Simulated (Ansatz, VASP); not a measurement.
# One calculation of ZnSe, two programs

Contents of INCAR:

```
SYSTEM = ZnSe
PREC = Accurate
ENCUT = 520
EDIFF = 1E-7
ISMEAR = 0
SIGMA = 0.05
LREAL = .FALSE.
LASPH = .TRUE.
NELM = 80
ALGO = Normal
ISIF = 2
LWAVE = .FALSE.
LCHARG = .FALSE.
GGA = PE
NBANDS = 16
```

Contents of KPOINTS:

```
Automatic mesh
0
G
  8 8 8
  0 0 0
```

POSCAR

```
ZnSe
1.0
    0.0000000000      2.7512833347      3.0951937515
    2.7512833347      0.0000000000      3.0951937515
    2.7512833347      2.7512833347      0.0000000000
Zn Se
1 1
Direct
    0.0000000000      0.0000000000      0.0000000000
    0.7500000000      0.7500000000      0.7500000000
```

Input for Ansatz:

```yaml
crystal:
  lattice:
    - [0.0, 2.7512833347, 3.0951937515]
    - [2.7512833347, 0.0, 3.0951937515]
    - [2.7512833347, 2.7512833347, 0.0]
  atoms:
    - { symbol: Zn, position: [0.0, 0.0, 0.0] }
    - { symbol: Se, position: [0.75, 0.75, 0.75] }
basis:
  ecutwfc: 420
kpoints:
  mp_grid: { grid: [8, 8, 8] }
hamiltonian:
  xc: pbe
scf:
  occupations: { method: gaussian, width: 0.05 }
output:
  forces: true
  stress: true
  eigenvalues: true
```

Change from the starting cell: strain -0.040 along x and y, +0.080 along z, atoms carried along.

Alike in both runs: task single point; functional PBE; k mesh 8 × 8 × 8; occupations gaussian, width 0.05 eV; no spin polarisation.

```csv
,VASP,Ansatz
version,VASP 6.6.1,Ansatz 0.2.0
potentials or method,"VASP PAW PBE potentials, release 64 (Zn, Se), cutoff 520 eV","scalar-relativistic, plane waves, PAW"
valence electrons in the cell,18,28
```

```tsv
	VASP	Ansatz	Ansatz less VASP
gap on the k mesh at the Fermi level (eV)	0.93	0.93	-0.001
least direct gap on the mesh (eV)	0.93	0.93	-0.001
pressure (GPa)	0.3	0.1	-0.22
traceless stress, the component that is largest in VASP (GPa)	-3.31	-3.33	-0.022
```

The functional is the same, so the differences come from potentials, cutoffs and numerics. VASP's potentials hold 18 valence electrons a cell and Ansatz's 28, so a difference there can come from the potentials and not from the codes.
